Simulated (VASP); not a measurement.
# CoO (R-3m) in VASP: settings compared

CoO is run at these levels: LDA, PBEsol; tasks: single point.

Everything below comes from runs of VASP 6.6.1. Logs are shortened: lines on timing, memory, paths and dates and some standing lists are left out, and cuts for length are marked.

## (1) The cell of the first run

It takes space group R-3m (No. 166, trigonal). The conventional cell has a = 2.949 Å, b = 2.949 Å, c = 7.170 Å, α = 90.00°, β = 90.00°, γ = 120.00°. Co (site symmetry -3m) has 6 O at 2.08 Å within 2.8 Å. Within 2.8 Å of O (site symmetry -3m) lie 6 Co at 2.08 Å.

## (2) Single point, LDA, collinear spin, ferromagnetic start (volume scaled by 0.94)

Input file INCAR:

```
PREC = Accurate
ENCUT = 520
EDIFF = 1E-6
ISMEAR = -1
SIGMA = 0.05
LREAL = F
LASPH = T
NELM = 150
ALGO = Normal
ISIF = 2
LWAVE = F
LCHARG = F
ISPIN = 2
MAGMOM = 2 0
LORBIT = 11
LMAXMIX = 4
GGA = CA
NBANDS = 18
```

Input file KPOINTS:

```
regular mesh
0
Gamma
  11 11 11
```

Input file POSCAR:

```
CoO
1.0
    1.4747370529      0.8514398345      2.3901185036
   -1.4747370529      0.8514398345      2.3901185036
    0.0000000000     -1.7028796690      2.3901185036
Co O
1 1
Direct
    0.0000000000      0.0000000000      0.0000000000
    0.5000000000      0.5000000000      0.5000000000
```

Potentials or basis: VASP PAW LDA potentials, release 64 (Co, O).

Run with:

```sh
$ cat potpaw_LDA.64/Co/POTCAR potpaw_LDA.64/O/POTCAR > POTCAR
$ mpirun -np 1 vasp_std > vasp.out
```

OUTCAR:

```text
PREC = Accurate
   ENCUT = 520
   EDIFF = 1E-6
   ISMEAR = -1
   LREAL = F
   LASPH = T
   NELM = 150
   ISIF = 2
   ISPIN = 2
   LORBIT = 11
   GGA = CA

 ion  position               nearest neighbor table
   1  0.000  0.000  0.000-   2 2.08   2 2.08   2 2.08   2 2.08   2 2.08   2 2.08
   2  0.500  0.500  0.500-   1 2.08   1 2.08   1 2.08   1 2.08   1 2.08   1 2.08

  LATTYP: Found a trigonal (rhomboedric) cell.
 ALAT       =     2.9347002621
 COS(alpha) =     0.4949531367

  Lattice vectors:

 A1 = (   1.4747370529,   0.8514398345,   2.3901185036)
 A2 = (  -1.4747370529,   0.8514398345,   2.3901185036)
 A3 = (   0.0000000000,  -1.7028796690,   2.3901185036)

Analysis of symmetry for initial positions (statically):
=====================================================================
 Subroutine PRICEL returns:
 Original cell was already a primitive cell.

 Routine SETGRP: Setting up the symmetry group for a
 trigonal (rhombohedral) supercell.

 Subroutine GETGRP returns: Found 12 space group operations
 (whereof 12 operations were pure point group operations)
 out of a pool of 12 trial point group operations.

The static configuration has the point symmetry D_3d.

Analysis of symmetry for dynamics (positions and initial velocities):
=====================================================================
 Subroutine PRICEL returns:
 Original cell was already a primitive cell.

 Routine SETGRP: Setting up the symmetry group for a
 trigonal (rhombohedral) supercell.

 Subroutine GETGRP returns: Found 12 space group operations
 (whereof 12 operations were pure point group operations)
 out of a pool of 12 trial point group operations.

The dynamic configuration has the point symmetry D_3d.

Analysis of structural, dynamic, and magnetic symmetry:
=====================================================================
 Subroutine PRICEL returns:
 Original cell was already a primitive cell.

 Routine SETGRP: Setting up the symmetry group for a
 trigonal (rhombohedral) supercell.

 Subroutine GETGRP returns: Found 12 space group operations
 (whereof 12 operations were pure point group operations)
 out of a pool of 12 trial point group operations.

The overall configuration has the point symmetry D_3d.

 Subroutine INISYM returns: Found 12 space group operations
 (whereof 12 operations are pure point group operations),
 and found     1 'primitive' translations

----------------------------------------------------------------------------------------

                                     Primitive cell

  volume of cell :      18.0069

  direct lattice vectors                    reciprocal lattice vectors
     1.474737053  0.851439835  2.390118504     0.339043492  0.195746851  0.139463099
    -1.474737053  0.851439835  2.390118504    -0.339043492  0.195746851  0.139463099
     0.000000000 -1.702879669  2.390118504     0.000000000 -0.391493703  0.139463099

  length of vectors
     2.934700262  2.934700262  2.934700262     0.415592679  0.415592679  0.415592679

  position of ions in fractional coordinates (direct lattice)
     0.000000000  0.000000000  0.000000000
     0.500000000  0.500000000  0.500000000

  ion indices of the primitive-cell ions
   primitive index   ion index
                 1           1
                 2           2

----------------------------------------------------------------------------------------

 KPOINTS: regular mesh

Automatic generation of k-mesh.
 Grid dimensions read from file:
 generate k-points for:   11   11   11

 Generating k-lattice:

  Cartesian coordinates                     Fractional coordinates (reciprocal lattice)
     0.030822136  0.017795168  0.012678464     0.090909091  0.000000000  0.000000000
    -0.030822136  0.017795168  0.012678464     0.000000000  0.090909091  0.000000000
     0.000000000 -0.035590337  0.012678464     0.000000000  0.000000000  0.090909091

  Length of vectors
     0.037781153  0.037781153  0.037781153

  Shift w.r.t. Gamma in fractional coordinates (k-lattice)
     0.000000000  0.000000000  0.000000000

 Subroutine IBZKPT returns following result:
 ===========================================

 Found    146 irreducible k-points:

 Following reciprocal coordinates:
            Coordinates               Weight
  0.000000  0.000000  0.000000      1.000000
  0.090909  0.000000 -0.000000      6.000000
  0.181818  0.000000  0.000000      6.000000
  0.272727  0.000000 -0.000000      6.000000
  0.363636 -0.000000 -0.000000      6.000000
  0.454545 -0.000000 -0.000000      6.000000
[... 16 lines left out ...]
 -0.272727  0.181818  0.000000     12.000000
 -0.181818  0.181818  0.000000      6.000000
 [... further k-points ...]
   k-points           NKPTS =    146   k-points in BZ     NKDIM =    146   number of bands    NBANDS=     18
   number of dos      NEDOS =    301   number of ions     NIONS =      2
   total plane-waves  NPLWV =  13824
   dimension x,y,z NGX =    24 NGY =   24 NGZ =   24
   dimension x,y,z NGXF=    48 NGYF=   48 NGZF=   48
   ions per type =               1   1
   NGX,Y,Z   is equivalent  to a cutoff of  13.60, 13.60, 13.60 a.u.
   NGXF,Y,Z  is equivalent  to a cutoff of  27.19, 27.19, 27.19 a.u.
 SYSTEM =  unknown system
   PREC   = accura    normal or accurate (medium, high low for compatibility)
   ISTART =      0    job   : 0-new  1-cont  2-samecut
   ICHARG =      2    charge: 1-file 2-atom 10-const
   ISPIN  =      2    spin polarized calculation?
   LNONCOLLINEAR =      F non collinear calculations
   LSORBIT =      F    spin-orbit coupling
   LASPH  =      T    aspherical Exc in radial PAW
   ENCUT  =  520.0 eV  38.22 Ry    6.18 a.u.   5.46  5.46  5.46*2*pi/ulx,y,z
   NELM   =    150;   NELMIN=  2; NELMDL= -5     # of ELM steps
   EDIFF  = 0.1E-05   stopping-criterion for ELM
   LREAL  =      F    real-space projection
   EDIFFG = 0.1E-04   stopping-criterion for IOM
   NSW    =      0    number of steps for IOM
   IBRION =     -1    ionic relax: 0-MD 1-quasi-New 2-CG
   NFREE  =      0    steps in history (QN), initial steepest desc. (CG)
   ISIF   =      2    stress and relaxation
   ISYM   =      2    0-nonsym 1-usesym 2-fastsym
   POTIM  = 0.5000    time-step for ionic-motion
   TEBEG  =    0.0;   TEEND  =   0.0 temperature during run
   PSTRESS=    0.0 pullay stress
   NELECT =      15.0000    total number of electrons
   NUPDOWN=      -1.0000    fix difference up-down
   EMIN   =  10.00;   EMAX   =-10.00  energy-range for DOS
   EFERMI =   0.00;   METHOD = LEGACY
   ISMEAR =    -1;   SIGMA  =   0.05  broadening in eV -4-tet -1-fermi 0-gaus
   EFERMI_NEDOS =   21; number of points for ismear=-14 and -15
   IALGO  =     38    algorithm
   IMIX   =      4    mixing-type and parameters
     AMIX     =   0.40;   BMIX     =  1.00
     AMIX_MAG =   1.60;   BMIX_MAG =  1.00
  volume/ion in A,a.u.               =       9.00        60.76
  Fermi-wavevector in a.u.,A,eV,Ry     =   1.540372  2.910880 32.283151  2.372745
  Thomas-Fermi vector in A             =   2.646468
   LORBIT       =     11    0 simple, 1 ext, 2 COOP (PROOUT), +10 PAW based schemes
   GGA     = CA    functional components
   LHFCALC =     F    Hartree Fock is set to
   AEXX    =    0.0000 exact exchange contribution
   IVDW    =     0    specifies the selected vdW correction
   LEPSILON=     F    determine dielectric tensor
   LRPA    =     F    only Hartree local field effects (RPA)
 spin polarized calculation
  energy-cutoff  :      520.00
  volume of cell :       18.01
 maximum number of plane-waves:       531
 NGX is ok and might be reduce to    24
   NGX = 11   NGY = 11   NGZ = 11

 number of electron      14.9999999 magnetization       2.2980760

 Free energy of the ion-electron system (eV)
  ---------------------------------------------------
  ext. energy  EPLUGINS =         0.00000000
  ---------------------------------------------------
  free energy    TOTEN  =       -14.80009101 eV

  energy without entropy =      -14.76723198  energy(sigma->0) =      -14.78366150

 E-fermi :   8.6669     XC(G=0): -13.2953

 val. band max:        8.6656118360   @ k =  -0.4545   0.3636   0.3636
 cond. band min:       8.6669586700   @ k =  -0.0909   0.3636   0.0909
 fundamental gap:      0.0013468339
 Fermi energy:         8.6669003238

 spin component 1

 k-point     1 :       0.0000    0.0000    0.0000
  band No.  band energies     occupation
      1     -12.1131      1.00000
      2       4.9960      1.00000
      3       4.9960      1.00000
      4       5.0470      1.00000
      5       5.7998      1.00000
      6       5.7998      1.00000
[... 10 lines left out ...]
     17      31.3463      0.00000
     18      34.3921      0.00000
[... 463 lines left out ...]
 k-point    24 :      -0.1818    0.1818    0.0000
  band No.  band energies     occupation
      1     -11.2457      1.00000
      2       1.4453      1.00000
      3       2.7660      1.00000
      4       3.1962      1.00000
      5       6.2231      1.00000
      6       6.4354      1.00000
[... 10 lines left out ...]
     17      37.3421      0.00000
     18      39.1221      0.00000

 [... further k-points ...]

 spin component 2

 k-point     1 :       0.0000    0.0000    0.0000
  band No.  band energies     occupation
      1     -11.7569      1.00000
      2       5.3907      1.00000
      3       5.3907      1.00000
      4       5.4449      1.00000
      5       7.3682      1.00000
      6       7.3682      1.00000
[... 10 lines left out ...]
     17      32.0342      0.00000
     18      35.0654      0.00000
[... 463 lines left out ...]
 k-point    24 :      -0.1818    0.1818    0.0000
  band No.  band energies     occupation
      1     -10.8783      1.00000
      2       1.9692      1.00000
      3       3.6543      1.00000
      4       3.7685      1.00000
      5       7.8558      1.00000
      6       8.2463      0.99978
[... 10 lines left out ...]
     17      37.8195      0.00000
     18      39.6329      0.00000

 [... further k-points ...]
[... 5 lines left out ...]
  --------------------------------------------------------------------------------------
  -------------------------------------------------------------------------------------
  Total       -1.4272357     -1.4272357     -1.4660063      0.0000000      0.0000000      0.0000000
  in kB     -126.9892734   -126.9892734   -130.4389187      0.0000000      0.0000000      0.0000000
  external PRESSURE =    -128.1391551 kB  Pullay stress =       0.0000000 kB

 VOLUME and BASIS-vectors are now :
 -----------------------------------------------------------------------------
  energy-cutoff  :      520.00
  volume of cell :       18.01
      direct lattice vectors                 reciprocal lattice vectors
     1.474737053  0.851439835  2.390118504     0.339043492  0.195746851  0.139463099
    -1.474737053  0.851439835  2.390118504    -0.339043492  0.195746851  0.139463099
     0.000000000 -1.702879669  2.390118504     0.000000000 -0.391493703  0.139463099

 POSITION                                       TOTAL-FORCE (eV/Angst)
 -----------------------------------------------------------------------------------
      0.00000      0.00000      0.00000         0.000000     -0.000000     -0.000000
      0.00000      0.00000      3.58518        -0.000000      0.000000      0.000000
 -----------------------------------------------------------------------------------
    total drift:                               -0.000000      0.000000     -0.000000

  FREE ENERGIE OF THE ION-ELECTRON SYSTEM (eV)
  ---------------------------------------------------
  free  energy   TOTEN  =       -14.8000910104 eV

  energy  without entropy=      -14.7672319803  energy(sigma->0) =      -14.78366150

 total charge

# of ion       s       p       d       tot
------------------------------------------
    1        0.314   0.402   7.272   7.988
    2        1.548   3.399   0.000   4.948
--------------------------------------------------
tot          1.862   3.802   7.272  12.936

 magnetization (x)

# of ion       s       p       d       tot
------------------------------------------
    1        0.019   0.017   2.015   2.052
    2        0.028   0.173   0.000   0.202
--------------------------------------------------
tot          0.048   0.191   2.015   2.254
```

It took 72 s on 1 thread of Intel Xeon Platinum 8259CL at 2.50GHz (Skylake/Cascade Lake), shared host; peak memory 0.19 GiB.

Results:

* Free energy: -14.8001 eV
* Pressure: -12.8 GPa
* Net moment: 2.30 μB per cell
* Site moments: Co +2.05; O +0.20 μB
* Valence electrons inside the program's atomic spheres: Co 7.99; O 4.95

Caveat: a cell with one magnetic atom can't hold antiferromagnetic order, which such compounds often take; semilocal functionals often make such compounds metallic where correlation or magnetic order opens a gap, which also shifts bond lengths.

## (3) Single point, PBEsol, collinear spin, ferromagnetic start (volume scaled by 0.94)

Input file INCAR:

```
  PREC = Accurate
  ENCUT = 520
  EDIFF = 1E-7
  ISMEAR = -1
  SIGMA = 0.05
  LREAL = F
  LASPH = T
  NELM = 150
  ALGO = Normal
  ISIF = 2
  LWAVE = F
  LCHARG = F
  ISPIN = 2
  MAGMOM = 2 0
  LORBIT = 11
  LMAXMIX = 4
  GGA = PS
  NBANDS = 18
```

KPOINTS is that of step 2.

POSCAR is that of step 2.

Potentials or basis: VASP PAW PBE potentials, release 64 (Co, O).

Run with:

```sh
$ cat potpaw_PBE.64/Co/POTCAR potpaw_PBE.64/O/POTCAR > POTCAR
$ mpirun -np 1 vasp_std > vasp.out
```

Run time: 99 s. Hardware: 1 thread of Intel Xeon Platinum 8259CL at 2.50GHz (Skylake/Cascade Lake), shared host; peak memory 0.21 GiB.

The run converged. Its results:

- Free energy: -14.0044 eV
- Pressure: 0.8 GPa
- Net moment: 2.74 μB per cell
- Site moments: Co +2.42; O +0.27 μB
- Valence electrons inside the program's atomic spheres: Co 7.94; O 4.98

Stress tensor (GPa, compression positive):
```
0.95 0.00 0.00
0.00 0.95 0.00
0.00 0.00 0.36
```

Levels at points of the mesh, in eV from the Fermi level:
Spin up:
```
           k point  band 5  band 6  band 7  band 8  band 9  band 10  band 11  band 12  band 13  band 14
(0.00, 0.00, 0.00)   -3.26   -3.26   -3.18   -3.18   -3.14     1.24    16.78    18.42    18.42    18.63
```
Spin down:
```csv
k point,band 2,band 3,band 4,band 5,band 6,band 7,band 8,band 9,band 10,band 11
"(0.00, 0.00, 0.00)",-3.02,-3.02,-2.97,-1.29,-1.29,-1.25,-0.27,-0.27,1.76,16.74
```

Caveat: the PAW data sets were made with another functional, which shifts forces and pressure a little; a cell with one magnetic atom can't hold antiferromagnetic order, which such compounds often take; semilocal functionals often make such compounds metallic where correlation or magnetic order opens a gap, which also shifts bond lengths.
